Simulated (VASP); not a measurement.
Here is a VASP 6.6.1 calculation.

File INCAR:

```
ALGO = Normal
EDIFF = 1E-7
ENCUT = 520
GGA = PE
ISIF = 2
ISMEAR = 1
LASPH = True
LCHARG = True
LELF = True
LREAL = False
LVHAR = True
LWAVE = False
NBANDS = 14
NELM = 60
PREC = Accurate
SIGMA = 0.1
```

Contents of KPOINTS:

```
k-points
0
Gamma
  8 8 8
```

POSCAR

```
BeAl3
1.0
   -1.9070304712      1.9070304712      3.7821601082
    1.9070304712     -1.9070304712      3.7821601082
    1.9070304712      1.9070304712     -3.7821601082
Be Al
1 3
Direct
    0.0000000000      0.0000000000      0.0000000000
    0.7500000000      0.2500000000      0.5000000000
    0.2500000000      0.7500000000      0.5000000000
    0.5000000000      0.5000000000      0.0000000000
```

Potentials or basis: VASP PAW PBE potentials, release 64 (Be, Al).

Command:

```sh
$ cat potpaw_PBE.64/Be/POTCAR potpaw_PBE.64/Al/POTCAR > POTCAR
$ mpirun -np 1 vasp_std > vasp.out
```

Estimate the pressure.

6.3 GPa.

Predict the band gap on the k mesh.

zero (an odd number of electrons rules out a gap without spin polarisation).

Stress tensor (GPa, compression positive):
```
6.52 0.00 0.00
0.00 6.52 0.00
0.00 0.00 5.97
```

Caveat: the cell stands under pressure.
